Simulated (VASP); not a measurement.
A run of VASP 6.6.1 is set up as follows.

POSCAR

```
Ga
1.0
    0.0000000000      2.1601210908      2.1601210908
    2.1601210908      0.0000000000      2.1601210908
    2.1601210908      2.1601210908      0.0000000000
Ga
1
Direct
    0.0000000000      0.0000000000      0.0000000000
```

INCAR.step1

```
  PREC = Accurate
  ENCUT = 600
  ISMEAR = 0
  SIGMA = 0.1
  LREAL = F
  LASPH = T
  NELM = 80
  GGA = PE
  ALGO = Normal
  EDIFF = 1E-4
  LWAVE = T
  LCHARG = F
```

INCAR.step2

```
  PREC = Accurate
  ENCUT = 600
  EDIFF = 1E-6
  ISMEAR = 0
  SIGMA = 0.1
  LREAL = F
  LASPH = T
  NELM = 80
  ALGO = Normal
  ISIF = 3
  LWAVE = F
  LCHARG = F
  METAGGA = R2SCAN
  LMIXTAU = T
  IBRION = 2
  NSW = 90
  EDIFFG = -0.04
  ISTART = 1
```

KPOINTS

```
Automatic mesh
0
Gamma
  6 6 6
```

Potentials or basis: VASP PAW PBE potentials, release 64 (Ga_d).

Command:

```sh
$ cat potpaw_PBE.64/Ga_d/POTCAR > POTCAR
$ cp INCAR.step1 INCAR
$ mpirun -np 1 vasp_std > vasp.out
$ cp INCAR.step2 INCAR
$ mpirun -np 1 vasp_std > vasp.out
```

Task: Estimate the relaxed cell.

Result: a = 2.907 Å, b = 2.907 Å, c = 2.907 Å, α = 60.00°, β = 60.00°, γ = 60.00°.

Task: Predict the relaxed volume.

Result: 17.36 Å³/atom.

Task: Estimate the space group after relaxing (to 0.05 Å).

Result: Fm-3m (No. 225).

Step by step:
```csv
step,energy change (eV),largest force (eV/Å),pressure (GPa),volume (Å³)
1,0.0000,0.0000,-7.28,20.16
2,-0.0723,0.0000,-0.94,17.60
3,-0.0732,0.0000,-0.08,17.36
```

Caveat: the k points lie up to 0.44 Å⁻¹ apart in the final cell; the PAW data sets were made with another functional, which shifts forces and pressure a little.
